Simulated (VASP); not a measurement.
# Ga3AsP2 (P3m1) in VASP: a series of runs

Runs on Ga3AsP2. Level: PBE. Tasks: single point.

All numbers are computed with VASP 6.6.1; they aren't measurements. Logs are shortened: lines on timing, memory, paths and dates and some standing lists are left out, and cuts for length are marked.

### Step 1. The cell of the first run

It takes space group P3m1 (No. 156, trigonal). Conventional cell: a = 3.834 Å, b = 3.834 Å, c = 9.392 Å, α = 90.00°, β = 90.00°, γ = 120.00°. Ga (site symmetry 3m) has 3 As at 2.35 Å and 1 P at 2.35 Å within 3.1 Å. Ga (site symmetry 3m) has 4 P at 2.35 Å within 3.1 Å. Ga (site symmetry 3m) has 1 As at 2.35 Å and 3 P at 2.35 Å within 3.1 Å. P (site symmetry 3m) has 4 Ga at 2.35 Å within 3.1 Å. P (site symmetry 3m) has 4 Ga at 2.35 Å within 3.1 Å. As (site symmetry 3m) has 4 Ga at 2.35 Å within 3.1 Å.

### Step 2. Single point, PBE

Contents of INCAR:

```
SYSTEM = Ga3AsP2
PREC = Accurate ; ENCUT = 520
EDIFF = 1E-6 ; ISMEAR = 0
SIGMA = 0.1 ; LREAL = .False.
LASPH = .True. ; NELM = 60
ALGO = Normal ; ISIF = 2
LWAVE = .False. ; LCHARG = .False.
GGA = PE ; NBANDS = 36
```

Contents of KPOINTS:

```
regular mesh
0
Gamma
  6 6 2
  0 0 0
```

Contents of POSCAR:

```
Ga3AsP2
1.0
    3.8343305000      0.0000000000      0.0000000000
   -1.9171652500      3.3206276200      0.0000000000
    0.0000000000      0.0000000000      9.3921532300
Ga P As
3 2 1
Direct
    0.0000000000      0.0000000000      0.0000000000
    0.3333333300      0.6666666700      0.6666666700
    0.6666666700      0.3333333300      0.3333333300
    0.0000000000      0.0000000000      0.7500000000
    0.3333333300      0.6666666700      0.4166666700
    0.6666666700      0.3333333300      0.0833333300
```

Potentials or basis: VASP PAW PBE potentials, release 64 (Ga_d, P, As).

Launch:

```
cat potpaw_PBE.64/Ga_d/POTCAR potpaw_PBE.64/P/POTCAR potpaw_PBE.64/As/POTCAR > POTCAR
mpirun -np 1 vasp_std > vasp.out
```

OUTCAR:

```text
SYSTEM = Ga3AsP2
   PREC = Accurate
   ENCUT = 520
   EDIFF = 1E-6
   ISMEAR = 0
   LREAL = .False.
   LASPH = .True.
   NELM = 60
   ISIF = 2
   GGA = PE

 ion  position               nearest neighbor table
   1  0.000  0.000  0.000-   6 2.35   4 2.35   6 2.35   6 2.35
   2  0.333  0.667  0.667-   4 2.35   5 2.35   4 2.35   4 2.35
   3  0.667  0.333  0.333-   6 2.35   5 2.35   5 2.35   5 2.35
   4  0.000  0.000  0.750-   2 2.35   1 2.35   2 2.35   2 2.35
   5  0.333  0.667  0.417-   2 2.35   3 2.35   3 2.35   3 2.35
   6  0.667  0.333  0.083-   1 2.35   3 2.35   1 2.35   1 2.35

  LATTYP: Found a hexagonal cell.
 ALAT       =     3.8343305000
 C/A-ratio  =     2.4494897427

  Lattice vectors:

 A1 = (   3.8343305000,   0.0000000000,   0.0000000000)
 A2 = (  -1.9171652500,   3.3206276200,   0.0000000000)
 A3 = (   0.0000000000,   0.0000000000,   9.3921532300)

Analysis of symmetry for initial positions (statically):
=====================================================================
 Subroutine PRICEL returns:
 Original cell was already a primitive cell.

 Routine SETGRP: Setting up the symmetry group for a
 hexagonal supercell.

 Subroutine GETGRP returns: Found  6 space group operations
 (whereof  6 operations were pure point group operations)
 out of a pool of 24 trial point group operations.

The static configuration has the point symmetry C_3v.

Analysis of symmetry for dynamics (positions and initial velocities):
=====================================================================
 Subroutine PRICEL returns:
 Original cell was already a primitive cell.

 Routine SETGRP: Setting up the symmetry group for a
 hexagonal supercell.

 Subroutine GETGRP returns: Found  6 space group operations
 (whereof  6 operations were pure point group operations)
 out of a pool of 24 trial point group operations.

The dynamic configuration has the point symmetry C_3v.

 Subroutine INISYM returns: Found  6 space group operations
 (whereof  6 operations are pure point group operations),
 and found     1 'primitive' translations

----------------------------------------------------------------------------------------

                                     Primitive cell

  volume of cell :     119.5845

  direct lattice vectors                    reciprocal lattice vectors
     3.834330500  0.000000000  0.000000000     0.260801723  0.150573945  0.000000000
[... 86 lines left out ...]
   NSW    =      0    number of steps for IOM
   IBRION =     -1    ionic relax: 0-MD 1-quasi-New 2-CG
   NFREE  =      0    steps in history (QN), initial steepest desc. (CG)
   ISIF   =      2    stress and relaxation
   ISYM   =      2    0-nonsym 1-usesym 2-fastsym
   POTIM  = 0.5000    time-step for ionic-motion
   TEBEG  =    0.0;   TEEND  =   0.0 temperature during run
   PSTRESS=    0.0 pullay stress
   NELECT =      54.0000    total number of electrons
   NUPDOWN=      -1.0000    fix difference up-down
   EMIN   =  10.00;   EMAX   =-10.00  energy-range for DOS
   EFERMI =   0.00;   METHOD = LEGACY
   ISMEAR =     0;   SIGMA  =   0.10  broadening in eV -4-tet -1-fermi 0-gaus
   EFERMI_NEDOS =   21; number of points for ismear=-14 and -15
   IALGO  =     38    algorithm
   IMIX   =      4    mixing-type and parameters
     AMIX     =   0.40;   BMIX     =  1.00
     AMIX_MAG =   1.60;   BMIX_MAG =  1.00
  volume/ion in A,a.u.               =      19.93       134.50
  Fermi-wavevector in a.u.,A,eV,Ry     =   1.255975  2.373449 21.462838  1.577474
  Thomas-Fermi vector in A             =   2.389706
   LORBIT       =      0    0 simple, 1 ext, 2 COOP (PROOUT), +10 PAW based schemes
   GGA     = PE    functional components
   LHFCALC =     F    Hartree Fock is set to
   AEXX    =    0.0000 exact exchange contribution
   IVDW    =     0    specifies the selected vdW correction
   LEPSILON=     F    determine dielectric tensor
   LRPA    =     F    only Hartree local field effects (RPA)
 non-spin polarized calculation
 Gauss-broadening in eV      SIGMA  =   0.10
  energy-cutoff  :      520.00
  volume of cell :      119.58
 maximum number of plane-waves:      3252
 NGX is ok and might be reduce to    30
   NGX = 15   NGY = 15   NGZ = 35

 number of electron      53.9999981 magnetization

 Free energy of the ion-electron system (eV)
  ---------------------------------------------------
  ext. energy  EPLUGINS =         0.00000000
  ---------------------------------------------------
  free energy    TOTEN  =       -26.13727495 eV

  energy without entropy =      -26.13727495  energy(sigma->0) =      -26.13727495

 E-fermi :   5.4020     XC(G=0):  -9.9892

 val. band max:        4.9590614232   @ k =   0.0000   0.0000   0.0000
 cond. band min:       6.4205563049   @ k =   0.5000   0.0000   0.0000
 fundamental gap:      1.4614948817
 Fermi energy:         5.4019809939

 k-point     1 :       0.0000    0.0000    0.0000
  band No.  band energies     occupation
      1      -9.9512      2.00000
      2      -9.8731      2.00000
      3      -9.8731      2.00000
      4      -9.8703      2.00000
      5      -9.7881      2.00000
      6      -9.7881      2.00000
[... 535 lines left out ...]
     35      11.2676      0.00000
     36      11.8012      0.00000

------------------------ aborting loop because EDIFF is reached ----------------------------------------

  FORCE on cell =-STRESS in cart. coord.  units (eV):
  Direction    XX          YY          ZZ          XY          YZ          ZX
  --------------------------------------------------------------------------------------
  -------------------------------------------------------------------------------------
  Total        5.9989953      5.9989953      5.7569230      0.0000000     -0.0000000     -0.0000000
  in kB       80.3737464     80.3737464     77.1304935      0.0000000     -0.0000000     -0.0000000
  external PRESSURE =      79.2926621 kB  Pullay stress =       0.0000000 kB

 VOLUME and BASIS-vectors are now :
 -----------------------------------------------------------------------------
  energy-cutoff  :      520.00
  volume of cell :      119.58
      direct lattice vectors                 reciprocal lattice vectors
     3.834330500  0.000000000  0.000000000     0.260801723  0.150573945  0.000000000
    -1.917165250  3.320627620  0.000000000     0.000000000  0.301147890  0.000000000
     0.000000000  0.000000000  9.392153230     0.000000000  0.000000000  0.106471857

 POSITION                                       TOTAL-FORCE (eV/Angst)
 -----------------------------------------------------------------------------------
      0.00000      0.00000      0.00000         0.000000     -0.000000     -0.801231
     -0.00000      2.21375      6.26144         0.000000     -0.000000     -0.017519
      1.91717      1.10688      3.13072        -0.000000     -0.000000      0.814275
      0.00000      0.00000      7.04411         0.000000     -0.000000     -0.024438
     -0.00000      2.21375      3.91340        -0.000000      0.000000      0.079574
      1.91717      1.10688      0.78268         0.000000      0.000000     -0.050663
 -----------------------------------------------------------------------------------
    total drift:                               -0.000003      0.000002      0.000640

  FREE ENERGIE OF THE ION-ELECTRON SYSTEM (eV)
  ---------------------------------------------------
  free  energy   TOTEN  =       -26.1372749528 eV

  energy  without entropy=      -26.1372749528  energy(sigma->0) =      -26.13727495
```

OSZICAR:

```text
N       E                     dE             d eps       ncg     rms          rms(c)
DAV:   1     0.444729452934E+03    0.44473E+03   -0.25048E+04  1068   0.224E+03
DAV:   2     0.376675676263E+02   -0.40706E+03   -0.39118E+03  1072   0.546E+02
DAV:   3    -0.236884778665E+02   -0.61356E+02   -0.59842E+02  1176   0.156E+02
DAV:   4    -0.267903944806E+02   -0.31019E+01   -0.30828E+01  1232   0.361E+01
DAV:   5    -0.268779426603E+02   -0.87548E-01   -0.87397E-01  1360   0.560E+00    0.705E+00
DAV:   6    -0.262105223956E+02    0.66742E+00   -0.11442E+00  1416   0.137E+01    0.422E+00
DAV:   7    -0.261368504431E+02    0.73672E-01   -0.66377E-01  1204   0.401E+00    0.151E+00
DAV:   8    -0.261376912221E+02   -0.84078E-03   -0.12438E-01  1236   0.408E+00    0.244E-01
DAV:   9    -0.261368843688E+02    0.80685E-03   -0.17264E-02  1420   0.205E+00    0.932E-02
DAV:  10    -0.261370397429E+02   -0.15537E-03   -0.19990E-03  1156   0.478E-01    0.576E-02
DAV:  11    -0.261372651524E+02   -0.22541E-03   -0.54058E-04  1352   0.273E-01    0.212E-02
DAV:  12    -0.261372710765E+02   -0.59240E-05   -0.87777E-05  1248   0.128E-01    0.129E-02
DAV:  13    -0.261372740764E+02   -0.29999E-05   -0.14744E-05  1232   0.464E-02    0.583E-03
DAV:  14    -0.261372749528E+02   -0.87641E-06   -0.46356E-06  1148   0.482E-02
   1 F= -.26137275E+02 E0= -.26137275E+02  d E =-.496890E-11
```

stdout:

```text
POSCAR found type information on POSCAR GaP As
 POSCAR found :  3 types and       6 ions
 scaLAPACK will be used
 LDA part: xc-table for (Slater+PW92), standard interpolation
 POSCAR, INCAR and KPOINTS ok, starting setup
 FFT: planning ... GRIDC
 FFT: planning ... GRID_SOFT
 FFT: planning ... GRID
 WAVECAR not read
 entering main loop
```

Wall time 86 s (1 thread of Intel Xeon Platinum 8488C (Sapphire Rapids), shared host); peak memory 0.26 GiB.

What came out:

```yaml
Free_energy: -26.1373 eV
Pressure: 7.9 GPa
Largest_force: 0.814 eV/Å
Band_gap_on_the_k_mesh: 1.46 eV, indirect (least direct gap 1.78 eV)
```

Forces in eV/Å, atoms in the order of the input:
```
Ga   0.000  0.000 -0.801
Ga   0.000  0.000 -0.018
Ga   0.000  0.000  0.814
P    0.000  0.000 -0.024
P    0.000  0.000  0.080
As   0.000  0.000 -0.051
```

A k mesh can miss the band edges. PBE gaps usually lie below the measured ones, often by a third to a half.

### Step 3. Single point, PBE

This run uses another cell than the first one, of 21.76 Å³/atom, 1.092 times its volume.

Contents of INCAR:

```
SYSTEM = Ga3AsP2
ALGO     = Normal         ! electronic algorithm
EDIFF    = 1E-6           ! SCF threshold, eV
ENCUT    = 520            ! plane-wave cutoff, eV
GGA      = PE             ! functional
ISIF     = 2              ! what is computed and relaxed
ISMEAR   = 0              ! smearing method
LASPH    = .True.         ! aspherical terms in the spheres
LCHARG   = .True.         ! write CHGCAR
LELF     = .True.         ! ELF
LREAL    = .False.        ! projectors in reciprocal space
LVHAR    = .True.       
LWAVE    = .False.        ! write WAVECAR
NBANDS   = 36             ! bands
NELM     = 100            ! most SCF steps
PREC     = Accurate       ! precision mode
SIGMA    = 0.1            ! smearing width, eV
```

Contents of KPOINTS:

```
k-points
0
Gamma
  6 6 2
  0 0 0
```

Contents of POSCAR:

```
Ga3AsP2
1.0
    3.9501237155      0.0000000000      0.0000000000
   -1.9750618578      3.4209074857      0.0000000000
    0.0000000000      0.0000000000      9.6630112921
Ga P As
3 2 1
Direct
    0.0000000000      0.0000000000     -0.0069276569
    0.3333333333      0.6666666667      0.6667908800
    0.6666666667      0.3333333333      0.3400853214
    0.0000000000      0.0000000000      0.7466687907
    0.3333333333      0.6666666667      0.4197124302
    0.6666666667      0.3333333333      0.0836702346
```

Potentials or basis: VASP PAW PBE potentials, release 64 (Ga_d, P, As).

Launch:

```
cat potpaw_PBE.64/Ga_d/POTCAR potpaw_PBE.64/P/POTCAR potpaw_PBE.64/As/POTCAR > POTCAR
mpirun -np 1 vasp_std > vasp.out
```

Wall time 97 s (1 thread of Intel Xeon Platinum 8488C (Sapphire Rapids), shared host); peak memory 0.26 GiB.

Results (log left out):

```
Free energy            : -26.4424 eV
Pressure               : 0.1 GPa
Largest force          : 0.016 eV/Å
Band gap on the k mesh : 0.95 eV, direct
```

Forces on the atoms (eV/Å):
```
Ga   0.000  0.000 -0.014
Ga   0.000  0.000 -0.005
Ga   0.000  0.000  0.016
P    0.000  0.000  0.003
P    0.000  0.000  0.004
As   0.000  0.000 -0.004
```

Levels at points of the mesh, in eV from the valence-band top:
| k point | band 23 | band 24 | band 25 | band 26 | band 27 | band 28 | band 29 | band 30 | band 31 | band 32 |
| --- | --- | --- | --- | --- | --- | --- | --- | --- | --- | --- |
| (0.00, 0.00, 0.00) | -0.91 | -0.91 | -0.14 | 0.00 | 0.00 | 0.95 | 1.25 | 1.59 | 3.67 | 3.67 |
| (0.50, 0.00, 0.00) | -2.73 | -2.68 | -2.51 | -1.83 | -1.48 | 1.51 | 1.64 | 2.30 | 2.55 | 4.40 |
| (0.00, 0.00, 0.50) | -1.30 | -0.69 | -0.69 | -0.18 | -0.18 | 1.14 | 1.70 | 2.05 | 4.08 | 4.08 |
| (0.50, 0.00, 0.50) | -3.24 | -2.57 | -2.28 | -1.20 | -1.15 | 1.20 | 1.72 | 2.05 | 3.32 | 3.35 |

A k mesh can miss the band edges. Expect the measured gap to be larger: semilocal functionals such as PBE lack the derivative discontinuity.
